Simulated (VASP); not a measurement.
# BN (P6_3/mmc) in VASP: a series of runs, part 2 of 2

VASP 6.6.1. Earlier steps stand in the parts before.

### Step 5. Single point, r2SCAN (strain -0.0375 x Voigt [1, 1, 0, 0, 0, 0])

Contents of POSCAR:

```
BN
1.0
    2.4100920154      0.0000000000      0.0000000000
   -1.2050460077      2.0872009108      0.0000000000
    0.0000000000      0.0000000000      6.6612000000
B N
2 2
Direct
    0.3333333333      0.6666666667      0.2500000000
    0.6666666667      0.3333333333      0.7500000000
    0.3333333333      0.6666666667      0.7500000000
    0.6666666667      0.3333333333      0.2500000000
```

Contents of INCAR.step1:

```
PREC     = Accurate       # precision mode
ENCUT    = 520            # plane-wave cutoff, eV
ISMEAR   = 0              # smearing method
SIGMA    = 0.05           # smearing width, eV
LREAL    = F              # projectors in reciprocal space
LASPH    = T              # aspherical terms in the spheres
NELM     = 100            # most SCF steps
NBANDS   = 16             # bands
GGA      = PE             # functional
ALGO     = Normal         # electronic algorithm
EDIFF    = 1E-4           # SCF threshold, eV
LWAVE    = T              # write WAVECAR
LCHARG   = F              # write CHGCAR
```

Contents of INCAR.step2:

```
PREC     = Accurate       # precision mode
ENCUT    = 520            # plane-wave cutoff, eV
EDIFF    = 1E-6           # SCF threshold, eV
ISMEAR   = 0              # smearing method
SIGMA    = 0.05           # smearing width, eV
LREAL    = F              # projectors in reciprocal space
LASPH    = T              # aspherical terms in the spheres
NELM     = 100            # most SCF steps
ALGO     = Normal         # electronic algorithm
ISIF     = 2              # what is computed and relaxed
LWAVE    = F              # write WAVECAR
LCHARG   = F              # write CHGCAR
METAGGA  = R2SCAN         # meta-GGA
LMIXTAU  = T            
NBANDS   = 16             # bands
ISTART   = 1
```

Contents of KPOINTS:

```
Automatic mesh
0
Gamma
  12 12 4
```

Run with:

```bash
cat potpaw_PBE.64/B/POTCAR potpaw_PBE.64/N/POTCAR > POTCAR
cp INCAR.step1 INCAR
mpirun -np 1 vasp_std > vasp.out
cp INCAR.step2 INCAR
mpirun -np 1 vasp_std > vasp.out
```

Run time: 2.6 min. Hardware: 1 thread of Intel Xeon 8259CL, shared host; peak memory 0.16 GiB.

It converged, with:

```
Free energy            : -38.2156 eV
Pressure               : 32.8 GPa
Band gap on the k mesh : 5.07 eV (least direct gap 5.64 eV)
```

Stress tensor (GPa, compression positive):
```
48.84  0.00  0.00
 0.00 48.84  0.00
 0.00  0.00  0.57
```

Levels at points of the mesh, in eV from the valence-band top:
```csv
k point,band 4,band 5,band 6,band 7,band 8,band 9,band 10,band 11,band 12,band 13
"(0.00, 0.00, 0.00)",-4.89,-1.21,-1.21,-1.18,-1.18,5.53,11.31,13.30,13.30,13.41
"(0.50, 0.00, 0.00)",-9.69,-4.48,-4.42,-1.53,-0.57,5.07,6.56,11.26,12.00,13.69
"(0.00, 0.00, 0.50)",-6.04,-1.20,-1.20,-1.20,-1.20,8.11,8.11,13.36,13.36,13.36
"(0.50, 0.00, 0.50)",-9.72,-4.45,-4.45,-1.04,-1.04,5.57,5.57,11.88,11.88,14.91
```

Caveat: the cell differs from its parent crystal (strain -0.0375 x Voigt [1, 1, 0, 0, 0, 0]); the cell stands under pressure; the PAW data sets were made with another functional, which shifts forces and pressure a little. A k mesh can miss the band edges.

### Step 6. Single point, r2SCAN (strain +0.0375 x Voigt [1, 1, 0, 0, 0, 0])

Changes to POSCAR since step 5:

```diff
@@ -2,4 +2,4 @@
 1.0
-    2.4100920154      0.0000000000      0.0000000000
-   -1.2050460077      2.0872009108      0.0000000000
+    2.5978913932      0.0000000000      0.0000000000
+   -1.2989456966      2.2498399428      0.0000000000
     0.0000000000      0.0000000000      6.6612000000
```

Contents of INCAR.step1:

```
SYSTEM = BN
PREC = Accurate ; ENCUT = 520
ISMEAR = 0 ; SIGMA = 0.05
LREAL = .False. ; LASPH = .True.
NELM = 80 ; NBANDS = 16
GGA = PE ; ALGO = Normal
EDIFF = 1E-4 ; LWAVE = .True.
LCHARG = .False.
```

Contents of INCAR.step2:

```
SYSTEM = BN
PREC = Accurate ; ENCUT = 520
EDIFF = 1E-6 ; ISMEAR = 0
SIGMA = 0.05 ; LREAL = .False.
LASPH = .True. ; NELM = 80
ALGO = Normal ; ISIF = 2
LWAVE = .False. ; LCHARG = .True.
METAGGA = R2SCAN ; LMIXTAU = .True.
LELF = .True. ; LVHAR = .True.
NBANDS = 16 ; ISTART = 1
```

Contents of KPOINTS:

```
Automatic mesh
0
Gamma
  12 12 4
  0 0 0
```

Potentials or basis: VASP PAW PBE potentials, release 64 (B, N).

Run with:

```bash
cat potpaw_PBE.64/B/POTCAR potpaw_PBE.64/N/POTCAR > POTCAR
cp INCAR.step1 INCAR
mpirun -np 1 vasp_std > vasp.out
cp INCAR.step2 INCAR
mpirun -np 1 vasp_std > vasp.out
```

OUTCAR:

```text
SYSTEM = BN
   PREC = Accurate
   ENCUT = 520
   EDIFF = 1E-6
   ISMEAR = 0
   LREAL = .False.
   LASPH = .True.
   NELM = 80
   ISIF = 2
   METAGGA = R2SCAN
   ISTART = 1

 ion  position               nearest neighbor table
   1  0.333  0.667  0.250-   4 1.50   4 1.50   4 1.50
   2  0.667  0.333  0.750-   3 1.50   3 1.50   3 1.50
   3  0.333  0.667  0.750-   2 1.50   2 1.50   2 1.50
   4  0.667  0.333  0.250-   1 1.50   1 1.50   1 1.50

  LATTYP: Found a hexagonal cell.
 ALAT       =     2.5978913932
 C/A-ratio  =     2.5640794752

  Lattice vectors:

 A1 = (   2.5978913932,   0.0000000000,   0.0000000000)
 A2 = (  -1.2989456966,   2.2498399428,   0.0000000000)
 A3 = (   0.0000000000,   0.0000000000,   6.6612000000)

Analysis of symmetry for initial positions (statically):
=====================================================================
 Subroutine PRICEL returns:
 Original cell was already a primitive cell.

 Routine SETGRP: Setting up the symmetry group for a
 hexagonal supercell.

 Subroutine GETGRP returns: Found 24 space group operations
 (whereof 12 operations were pure point group operations)
 out of a pool of 24 trial point group operations.

The static configuration has the point symmetry D_3d.
 The point group associated with its full space group is D_6h.

Analysis of symmetry for dynamics (positions and initial velocities):
=====================================================================
 Subroutine PRICEL returns:
 Original cell was already a primitive cell.

 Routine SETGRP: Setting up the symmetry group for a
 hexagonal supercell.

 Subroutine GETGRP returns: Found 24 space group operations
 (whereof 12 operations were pure point group operations)
 out of a pool of 24 trial point group operations.

The dynamic configuration has the point symmetry D_3d.
 The point group associated with its full space group is D_6h.

 Subroutine INISYM returns: Found 24 space group operations
 (whereof 12 operations are pure point group operations),
 and found     1 'primitive' translations

----------------------------------------------------------------------------------------

                                     Primitive cell

  volume of cell :      38.9336

  direct lattice vectors                    reciprocal lattice vectors
     2.597891393  0.000000000  0.000000000     0.384927562  0.222238031  0.000000000
    -1.298945697  2.249839943  0.000000000     0.000000000  0.444476063  0.000000000
     0.000000000  0.000000000  6.661200000     0.000000000  0.000000000  0.150123101

  length of vectors
     2.597891393  2.597891393  6.661200000     0.444476063  0.444476063  0.150123101

  position of ions in fractional coordinates (direct lattice)
     0.333333333  0.666666667  0.250000000
     0.666666667  0.333333333  0.750000000
     0.333333333  0.666666667  0.750000000
     0.666666667  0.333333333  0.250000000

  ion indices of the primitive-cell ions
   primitive index   ion index
                 1           1
                 2           2
                 3           3
                 4           4

----------------------------------------------------------------------------------------

 KPOINTS: Automatic mesh

Automatic generation of k-mesh.
[... 24 lines left out ...]
  0.083333  0.000000  0.000000      6.000000
  0.166667  0.000000  0.000000      6.000000
  0.250000  0.000000  0.000000      6.000000
  0.333333  0.000000  0.000000      6.000000
  0.416667  0.000000  0.000000      6.000000
[... 16 lines left out ...]
  0.250000  0.000000  0.250000     12.000000
  0.333333  0.000000  0.250000     12.000000
 [... further k-points ...]
   k-points           NKPTS =     57   k-points in BZ     NKDIM =     57   number of bands    NBANDS=     16
   number of dos      NEDOS =    301   number of ions     NIONS =      4
   total plane-waves  NPLWV =  20000
   dimension x,y,z NGX =    20 NGY =   20 NGZ =   50
   dimension x,y,z NGXF=    40 NGYF=   40 NGZF=  100
   ions per type =               2   2
   NGX,Y,Z   is equivalent  to a cutoff of  12.80, 12.80, 12.48 a.u.
   NGXF,Y,Z  is equivalent  to a cutoff of  25.60, 25.60, 24.96 a.u.
 SYSTEM =  BN
   PREC   = accura    normal or accurate (medium, high low for compatibility)
   ISTART =      1    job   : 0-new  1-cont  2-samecut
   ICHARG =      0    charge: 1-file 2-atom 10-const
   ISPIN  =      1    spin polarized calculation?
   LNONCOLLINEAR =      F non collinear calculations
   LSORBIT =      F    spin-orbit coupling
   LASPH  =      T    aspherical Exc in radial PAW
   ENCUT  =  520.0 eV  38.22 Ry    6.18 a.u.   4.83  4.83 12.39*2*pi/ulx,y,z
   NELM   =     80;   NELMIN=  2; NELMDL=  0     # of ELM steps
   EDIFF  = 0.1E-05   stopping-criterion for ELM
   LREAL  =      F    real-space projection
   EDIFFG = 0.1E-04   stopping-criterion for IOM
   NSW    =      0    number of steps for IOM
   IBRION =     -1    ionic relax: 0-MD 1-quasi-New 2-CG
   NFREE  =      0    steps in history (QN), initial steepest desc. (CG)
   ISIF   =      2    stress and relaxation
   ISYM   =      2    0-nonsym 1-usesym 2-fastsym
   POTIM  = 0.5000    time-step for ionic-motion
   TEBEG  =    0.0;   TEEND  =   0.0 temperature during run
   PSTRESS=    0.0 pullay stress
   NELECT =      16.0000    total number of electrons
   NUPDOWN=      -1.0000    fix difference up-down
   EMIN   =  10.00;   EMAX   =-10.00  energy-range for DOS
   EFERMI =   0.00;   METHOD = LEGACY
   ISMEAR =     0;   SIGMA  =   0.05  broadening in eV -4-tet -1-fermi 0-gaus
   EFERMI_NEDOS =   21; number of points for ismear=-14 and -15
   IALGO  =     38    algorithm
   IMIX   =      4    mixing-type and parameters
     AMIX     =   0.40;   BMIX     =  1.00
     AMIX_MAG =   1.60;   BMIX_MAG =  1.00
  volume/ion in A,a.u.               =       9.73        65.68
  Fermi-wavevector in a.u.,A,eV,Ry     =   1.217138  2.300057 20.156007  1.481425
  Thomas-Fermi vector in A             =   2.352468
   LORBIT       =      0    0 simple, 1 ext, 2 COOP (PROOUT), +10 PAW based schemes
   METAGGA = R2SCAN    functional components
   LHFCALC =     F    Hartree Fock is set to
   AEXX    =    0.0000 exact exchange contribution
   IVDW    =     0    specifies the selected vdW correction
   LEPSILON=     F    determine dielectric tensor
   LRPA    =     F    only Hartree local field effects (RPA)
 non-spin polarized calculation
 Gauss-broadening in eV      SIGMA  =   0.05
  energy-cutoff  :      520.00
  volume of cell :       38.93
 maximum number of plane-waves:      1064
 NGX is ok and might be reduce to    20
   NGX =  9   NGY =  9   NGZ = 25

 number of electron      15.9999999 magnetization

 Free energy of the ion-electron system (eV)
  ---------------------------------------------------
  ext. energy  EPLUGINS =         0.00000000
  ---------------------------------------------------
  free energy    TOTEN  =       -38.26889858 eV

  energy without entropy =      -38.26889858  energy(sigma->0) =      -38.26889858

 E-fermi :   1.8573     XC(G=0): -10.4713

 val. band max:        1.5607132292   @ k =   0.3333   0.2500   0.0000
 cond. band min:       6.2167547398   @ k =   0.5000   0.0000   0.0000
 fundamental gap:      4.6560415106
 Fermi energy:         1.8572757778

 k-point     1 :       0.0000    0.0000    0.0000
  band No.  band energies     occupation
      1     -16.5940      2.00000
      2     -16.2992      2.00000
      3      -4.2936      2.00000
      4      -2.0646      2.00000
      5       0.0774      2.00000
      6       0.0774      2.00000
[... 433 lines left out ...]
      3      -5.3931      2.00000
      4      -5.3276      2.00000
      5      -2.0331      2.00000
      6      -1.9803      2.00000
[... 8 lines left out ...]
     15      18.2017      0.00000
     16      19.5832      0.00000

 [... further k-points ...]

------------------------ aborting loop because EDIFF is reached ----------------------------------------

  FORCE on cell =-STRESS in cart. coord.  units (eV):
  Direction    XX          YY          ZZ          XY          YZ          ZX
  --------------------------------------------------------------------------------------
  -------------------------------------------------------------------------------------
  Total       -8.5161841     -8.5161841      0.1072673      0.0000000      0.0000000      0.0000000
  in kB     -350.4536097   -350.4536097      4.4142066      0.0000000      0.0000000      0.0000000
  external PRESSURE =    -232.1643376 kB  Pullay stress =       0.0000000 kB

 VOLUME and BASIS-vectors are now :
 -----------------------------------------------------------------------------
  energy-cutoff  :      520.00
  volume of cell :       38.93
      direct lattice vectors                 reciprocal lattice vectors
     2.597891393  0.000000000  0.000000000     0.384927562  0.222238031  0.000000000
    -1.298945697  2.249839943  0.000000000     0.000000000  0.444476063  0.000000000
     0.000000000  0.000000000  6.661200000     0.000000000  0.000000000  0.150123101

 POSITION                                       TOTAL-FORCE (eV/Angst)
 -----------------------------------------------------------------------------------
     -0.00000      1.49989      1.66530         0.000000      0.000000      0.000000
      1.29895      0.74995      4.99590        -0.000000     -0.000000      0.000000
     -0.00000      1.49989      4.99590         0.000000     -0.000000      0.000000
      1.29895      0.74995      1.66530         0.000000      0.000000      0.000000
 -----------------------------------------------------------------------------------
    total drift:                                0.000000     -0.000000      0.000000

  FREE ENERGIE OF THE ION-ELECTRON SYSTEM (eV)
  ---------------------------------------------------
  free  energy   TOTEN  =       -38.2688985842 eV

  energy  without entropy=      -38.2688985842  energy(sigma->0) =      -38.26889858
```

Run time: 2.7 min. Hardware: 1 thread of Intel Xeon 8259CL, shared host; peak memory 0.17 GiB.

What came out:

- Free energy: -38.2689 eV
- Pressure: -23.2 GPa
- Band gap on the k mesh: 4.66 eV (least direct gap 5.01 eV)

Levels at points of the mesh, in eV from the valence-band top:
```csv
k point,band 6,band 7,band 8,band 9,band 10,band 11
"(0.00, 0.00, 0.00)",-1.48,-1.44,-1.44,5.53,10.58,11.12
"(0.50, 0.00, 0.00)",-4.05,-1.38,-0.35,4.66,6.04,9.15
"(0.00, 0.00, 0.50)",-1.46,-1.46,-1.46,7.83,7.83,11.43
"(0.50, 0.00, 0.50)",-4.09,-0.84,-0.84,5.09,5.09,9.45
```

Caveat: the cell differs from its parent crystal (strain +0.0375 x Voigt [1, 1, 0, 0, 0, 0]); the cell stands under tension; the PAW data sets were made with another functional, which shifts forces and pressure a little.

### Step 7. Summary

```csv
cell,gap on the mesh (eV),pressure (GPa)
"a = 2.128, b = 2.128, c = 6.661 Å, angles 90.0, 90.0, 120.0°, 4 atoms",4.63,235.6
"a = 2.222, b = 2.222, c = 6.661 Å, angles 90.0, 90.0, 120.0°, 4 atoms",5.03,144.5
"a = 2.316, b = 2.316, c = 6.661 Å, angles 90.0, 90.0, 120.0°, 4 atoms",5.24,79.3
"a = 2.410, b = 2.410, c = 6.661 Å, angles 90.0, 90.0, 120.0°, 4 atoms",5.07,32.8
"a = 2.598, b = 2.598, c = 6.661 Å, angles 90.0, 90.0, 120.0°, 4 atoms",4.66,-23.2
```

Alike in all rows: task single point; level r2SCAN; potentials or basis VASP PAW PBE potentials, release 64 (B, N); no spin polarisation; k mesh 12 × 12 × 4; cutoff (eV) 520; smearing gaussian 0.05 eV.

Caveats: the PAW data sets were made with another functional, which shifts forces and pressure a little; the cell stands under pressure (at least some runs); the cell stands under tension (at least some runs).

Absolute energies hang on the potentials; compare differences alone.
